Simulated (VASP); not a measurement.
Runs of VASP 6.6.1 on PbS. It takes space group Pm-3m (No. 221, cubic). The conventional cell has a = 3.635 Å, b = 3.635 Å, c = 3.635 Å, α = 90.00°, β = 90.00°, γ = 90.00°. Pb (site symmetry m-3m) has 8 S at 3.15 Å and 6 Pb at 3.64 Å within 4.1 Å. Within 4.1 Å of S (site symmetry m-3m) lie 8 Pb at 3.15 Å and 6 S at 3.64 Å. 

```tsv
level	spin	k mesh	cutoff (eV)	gap on the mesh (eV)	pressure (GPa)
r2SCAN	off	6 × 6 × 6	550	none	0.0
PBE	non-collinear, zero start, SOC	4 × 4 × 4	500	-	0.8
PBEsol	off	6 × 6 × 6	500	none	(a)
PBE	off	6 × 6 × 6	500	none	0.9
```

Alike in all rows: task single point; potentials or basis VASP PAW PBE potentials, release 64 (Pb_d, S); cell as given; smearing fermi-dirac 0.02 eV.

Problem. Estimate the missing entries.

Solution. (a) -2.5.

Caveats: some runs use coarse meshes; semilocal functionals underestimate gaps, so a narrow gap can read as zero (at least some runs); spin-orbit coupling is left out, which moves the levels of the heavy elements (at least some runs); the PAW data sets were made with another functional, which shifts forces and pressure a little (at least some runs).

A k mesh can miss the band edges, and rows without SOC leave out spin-orbit coupling on Pb.

A gap of «none» marks levels without a gap at the run's occupations.
